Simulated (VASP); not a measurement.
BaS:

```
CELL_PARAMETERS angstrom
0.00000 3.17550 3.22598
3.17550 0.00000 3.22598
3.17550 3.17550 0.00000
ATOMIC_POSITIONS crystal
Ba 0.00000 0.00000 0.00000
S 0.50000 0.50000 0.50000
```

This cell differs from its parent crystal: epitaxial xy strain -1.1%.

Base run:

```yaml
Program: VASP 6.6.1
Functional: r2SCAN
Potentials_or_basis: VASP PAW PBE potentials, release 64 (Ba_sv, S)
Cutoff: 520 eV
k_mesh: 8 × 8 × 8
Occupations: gaussian, width 0.01 eV
Spin: no spin polarisation
```

Its results: band gap on the k mesh 2.44 eV (least direct gap 2.57 eV); pressure 1.5 GPa.

**Question.** The run is repeated on the same cell with these changes: functional from r2SCAN to PBE; occupations from gaussian, width 0.01 eV to fermi-dirac, width 0.02 eV. What comes out?

**Answer.** Band gap on the k mesh 2.08 eV (least direct gap 2.22 eV); pressure 1.5 GPa.

Caveats: spin-orbit coupling is left out, which moves the levels of the heavy elements; the PAW data sets were made with another functional, which shifts forces and pressure a little (at least some runs).

A k mesh can miss the band edges.
